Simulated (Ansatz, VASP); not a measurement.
# One calculation of VCuS2, two programs

```
CELL_PARAMETERS angstrom
1.79371 1.03560 6.51184
-1.79371 1.03560 6.51184
0.00000 -2.07120 6.51184
ATOMIC_POSITIONS crystal
Cu 0.50000 0.50000 0.50000
V 0.00000 0.00000 0.00000
S 0.26670 0.26670 0.26670
S 0.73330 0.73330 0.73330
```

Alike in both runs: task single point; functional LDA; k mesh 6 × 6 × 6; occupations gaussian, width 0.05 eV; collinear spin; Hubbard terms V d U = 7.0 eV.

|  | VASP | Ansatz |
| --- | --- | --- |
| version | VASP 6.6.1 | Ansatz 0.2.0 |
| potentials or method | VASP PAW LDA potentials, release 64 (Cu, V_sv, S), cutoff 520 eV | scalar-relativistic, plane waves, PAW |
| valence electrons in the cell | 36 | 44 |

```csv
,VASP,Ansatz,Ansatz less VASP
gap on the k mesh at the Fermi level (eV),none,none,-
pressure (GPa),-3.6,-3.7,-0.06
"traceless stress, the component that is largest in VASP (GPa)",-5.39,-6.08,-0.690
rms of the force components (eV/Å),0.891,0.981,+0.0898
net moment per atom (μB),0.53,0.66,+0.131
size of the moment on the site where the two differ most (μB),0.16,0.07,-0.098
```

The net moments are unlike, so the other rows may belong to different states. LDA's correlation is that of Perdew and Zunger in VASP and of Perdew and Wang (1992) in Ansatz. Site moments also hang on the region over which each program counts them. The programs project onto different local orbitals, so the same U acts differently, and such runs can settle in different states. Atom by atom the forces differ by 0.090 eV/Å (rms over components). A gap of «none» marks a metal or a gap that the smearing closes. VASP's potentials hold 36 valence electrons a cell and Ansatz's 44, so a difference there can come from the potentials and not from the codes. Ansatz's warnings: filled band counts differ across k points.
